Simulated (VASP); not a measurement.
# Ba4Er (I4/mmm) in VASP: single point with PBE

Aim: the single point of Ba4Er with PBE.

All numbers are computed with VASP 6.6.1; they aren't measurements. Logs are shortened: lines on timing, memory, paths and dates and some standing lists are left out, and cuts for length are marked.

## Step 1: The cell of the first run

Symmetry: I4/mmm, No. 139, tetragonal system. Conventional cell: a = 9.169 Å, b = 9.169 Å, c = 5.976 Å, α = 90.00°, β = 90.00°, γ = 90.00°. Within 5.0 Å of Ba (site symmetry m2m) lie 7 Ba at 3.75 to 4.05 Å and 4 Er at 3.99 to 4.98 Å. Within 5.2 Å of Er (site symmetry 4/mmm) lie 16 Ba at 3.99 to 4.98 Å.

The cell was built from a structure type or drawn by symmetry, and may not be a known phase.

## Step 2: Single point, PBE

The input, INCAR:

```
SYSTEM = Ba4Er
  PREC = Accurate
  ENCUT = 500
  EDIFF = 1E-6
  ISMEAR = 0
  SIGMA = 0.2
  LREAL = .False.
  LASPH = .True.
  NELM = 200
  ALGO = Normal
  ISIF = 2
  LWAVE = .False.
  LCHARG = .False.
  GGA = PE
  NBANDS = 32
  GGA_COMPAT = .False.
  LMAXMIX = 6
```

The input, KPOINTS:

```
Automatic mesh
0
Gamma
  3 3 3
  0 0 0
```

The input, POSCAR:

```
Ba4Er
1.0
   -4.5842680798      4.5842680798      2.9880778071
    4.5842680798     -4.5842680798      2.9880778071
    4.5842680798      4.5842680798     -2.9880778071
Ba Er
4 1
Direct
    0.0000000000      0.7108753526      0.7108753526
    0.0000000000      0.2891246474      0.2891246474
    0.7108753526      0.0000000000      0.7108753526
    0.2891246474      0.0000000000      0.2891246474
    0.5000000000      0.5000000000      0.0000000000
```

Potentials or basis: VASP PAW PBE potentials, release 64 (Ba_sv, Er_3), 4f in core.

Command:

```bash
$ cat potpaw_PBE.64/Ba_sv/POTCAR potpaw_PBE.64/Er_3/POTCAR > POTCAR
$ mpirun -np 1 vasp_std > vasp.out
```

OUTCAR:

```text
SYSTEM = Ba4Er
   PREC = Accurate
   ENCUT = 500
   EDIFF = 1E-6
   ISMEAR = 0
   LREAL = .False.
   LASPH = .True.
   NELM = 200
   ISIF = 2
   GGA = PE

 ion  position               nearest neighbor table
   1  0.000  0.711  0.711-   4 3.75   3 3.75   2 3.87   5 3.99   5 3.99   4 4.05   3 4.05   3 4.05
                             4 4.05
   2  0.000  0.289  0.289-   4 3.75   3 3.75   1 3.87   5 3.99   5 3.99   3 4.05   3 4.05   4 4.05
                             4 4.05
   3  0.711  0.000  0.711-   2 3.75   1 3.75   4 3.87   5 3.99   5 3.99   1 4.05   2 4.05   1 4.05
                             2 4.05
   4  0.289  0.000  0.289-   2 3.75   1 3.75   3 3.87   5 3.99   5 3.99   1 4.05   1 4.05   2 4.05
                             2 4.05
   5  0.500  0.500  0.000-   4 3.99   2 3.99   1 3.99   3 3.99   4 3.99   2 3.99   1 3.99   3 3.99

  LATTYP: Found a body centered tetragonal cell.
 ALAT       =     9.1685361596
 C/A-ratio  =     0.6518113154

  Lattice vectors:

 A1 = (  -4.5842680798,   4.5842680798,   2.9880778071)
 A2 = (   4.5842680798,  -4.5842680798,   2.9880778071)
 A3 = (   4.5842680798,   4.5842680798,  -2.9880778071)

Analysis of symmetry for initial positions (statically):
=====================================================================
 Subroutine PRICEL returns:
 Original cell was already a primitive cell.

 Routine SETGRP: Setting up the symmetry group for a
 body centered tetragonal supercell.

 Subroutine GETGRP returns: Found 16 space group operations
 (whereof 16 operations were pure point group operations)
 out of a pool of 16 trial point group operations.

The static configuration has the point symmetry D_4h.

Analysis of symmetry for dynamics (positions and initial velocities):
=====================================================================
 Subroutine PRICEL returns:
 Original cell was already a primitive cell.

 Routine SETGRP: Setting up the symmetry group for a
 body centered tetragonal supercell.

 Subroutine GETGRP returns: Found 16 space group operations
 (whereof 16 operations were pure point group operations)
 out of a pool of 16 trial point group operations.

The dynamic configuration has the point symmetry D_4h.

 Subroutine INISYM returns: Found 16 space group operations
 (whereof 16 operations are pure point group operations),
 and found     1 'primitive' translations

----------------------------------------------------------------------------------------

                                     Primitive cell

  volume of cell :     251.1840

  direct lattice vectors                    reciprocal lattice vectors
[... 79 lines left out ...]
   NFREE  =      0    steps in history (QN), initial steepest desc. (CG)
   ISIF   =      2    stress and relaxation
   ISYM   =      2    0-nonsym 1-usesym 2-fastsym
   POTIM  = 0.5000    time-step for ionic-motion
   TEBEG  =    0.0;   TEEND  =   0.0 temperature during run
   PSTRESS=    0.0 pullay stress
   NELECT =      49.0000    total number of electrons
   NUPDOWN=      -1.0000    fix difference up-down
   EMIN   =  10.00;   EMAX   =-10.00  energy-range for DOS
   EFERMI =   0.00;   METHOD = LEGACY
   ISMEAR =     0;   SIGMA  =   0.20  broadening in eV -4-tet -1-fermi 0-gaus
   EFERMI_NEDOS =   21; number of points for ismear=-14 and -15
   IALGO  =     38    algorithm
   IMIX   =      4    mixing-type and parameters
     AMIX     =   0.40;   BMIX     =  1.00
     AMIX_MAG =   1.60;   BMIX_MAG =  1.00
  volume/ion in A,a.u.               =      50.24       339.01
  Fermi-wavevector in a.u.,A,eV,Ry     =   0.949459  1.794217 12.265277  0.901472
  Thomas-Fermi vector in A             =   2.077744
   LORBIT       =      0    0 simple, 1 ext, 2 COOP (PROOUT), +10 PAW based schemes
   GGA     = PE    functional components
   LHFCALC =     F    Hartree Fock is set to
   AEXX    =    0.0000 exact exchange contribution
   IVDW    =     0    specifies the selected vdW correction
   LEPSILON=     F    determine dielectric tensor
   LRPA    =     F    only Hartree local field effects (RPA)
 non-spin polarized calculation
 Gauss-broadening in eV      SIGMA  =   0.20
  energy-cutoff  :      500.00
  volume of cell :      251.18
 maximum number of plane-waves:      6423
 NGX is ok and might be reduce to    54
   NGX = 25   NGY = 25   NGZ = 25

 number of electron      48.9999997 magnetization

 Free energy of the ion-electron system (eV)
  ---------------------------------------------------
  ext. energy  EPLUGINS =         0.00000000
  ---------------------------------------------------
  free energy    TOTEN  =       -10.38277223 eV

  energy without entropy =      -10.21946025  energy(sigma->0) =      -10.30111624

 E-fermi :   2.1430     XC(G=0):  -8.1188

 val. band max:        2.1156935392   @ k =  -0.3333   0.3333   0.0000
 cond. band min:       2.1616988455   @ k =  -0.3333   0.3333   0.0000
 fundamental gap:      0.0460053063
 Fermi energy:         2.1430464660

 k-point     1 :       0.0000    0.0000    0.0000
  band No.  band energies     occupation
      1     -26.4459      2.00000
      2     -26.3077      2.00000
      3     -26.3077      2.00000
      4     -26.2501      2.00000
      5     -23.8745      2.00000
      6     -23.8745      2.00000
[... 199 lines left out ...]
     31       3.4037      0.00000
     32       3.5889      0.00000

------------------------ aborting loop because EDIFF is reached ----------------------------------------

  FORCE on cell =-STRESS in cart. coord.  units (eV):
  Direction    XX          YY          ZZ          XY          YZ          ZX
  --------------------------------------------------------------------------------------
  -------------------------------------------------------------------------------------
  Total        1.5032837      1.5032837      0.3210282      0.0000000     -0.0000000      0.0000000
  in kB        9.5886979      9.5886979      2.0476787      0.0000000     -0.0000000      0.0000000
  external PRESSURE =       7.0750248 kB  Pullay stress =       0.0000000 kB

 VOLUME and BASIS-vectors are now :
 -----------------------------------------------------------------------------
  energy-cutoff  :      500.00
  volume of cell :      251.18
      direct lattice vectors                 reciprocal lattice vectors
    -4.584268080  4.584268080  2.988077807     0.000000000  0.109068665  0.167331653
     4.584268080 -4.584268080  2.988077807     0.109068665  0.000000000  0.167331653
     4.584268080  4.584268080 -2.988077807     0.109068665  0.109068665  0.000000000

 POSITION                                       TOTAL-FORCE (eV/Angst)
 -----------------------------------------------------------------------------------
      6.51769      0.00000      0.00000         0.072684      0.000000      0.000000
      2.65085      0.00000      0.00000        -0.072684      0.000000      0.000000
      0.00000      6.51769      0.00000         0.000000      0.072684      0.000000
      0.00000      2.65085      0.00000         0.000000     -0.072684      0.000000
      0.00000      0.00000      2.98808         0.000000      0.000000     -0.000000
 -----------------------------------------------------------------------------------
    total drift:                                0.000000      0.000000     -0.000000

  FREE ENERGIE OF THE ION-ELECTRON SYSTEM (eV)
  ---------------------------------------------------
  free  energy   TOTEN  =       -10.3827722334 eV

  energy  without entropy=      -10.2194602503  energy(sigma->0) =      -10.30111624
```

It took 41 s on 1 thread of AMD EPYC 9R45 (Zen 5), shared host; peak memory 0.36 GiB.

What came out:

- Free energy: -10.3828 eV
- Pressure: 0.7 GPa
- Largest force: 0.073 eV/Å
- Band gap on the k mesh: zero (an odd number of electrons rules out a gap without spin polarisation)

Forces on the atoms (eV/Å):
```
Ba   0.073  0.000  0.000
Ba  -0.073  0.000  0.000
Ba   0.000  0.073  0.000
Ba   0.000 -0.073  0.000
Er   0.000  0.000  0.000
```

Stress tensor (GPa, compression positive):
```
0.96 0.00 0.00
0.00 0.96 0.00
0.00 0.00 0.20
```

Levels at points of the mesh, in eV from the Fermi level:
| k point | band 22 | band 23 | band 24 | band 25 | band 26 | band 27 |
| --- | --- | --- | --- | --- | --- | --- |
| (0.00, 0.00, 0.00) | -0.52 | -0.52 | 0.09 | 0.31 | 0.31 | 0.50 |

Caveat: the k points lie up to 0.42 Å⁻¹ apart, too coarse for converged energies and pressures of a metal; spin-orbit coupling is left out, which moves the levels of the heavy elements; the 4f electrons are frozen in the core, so they carry no moment and show no levels. Spin polarisation is off, so any magnetic state and its effect on volume and gap are missing.
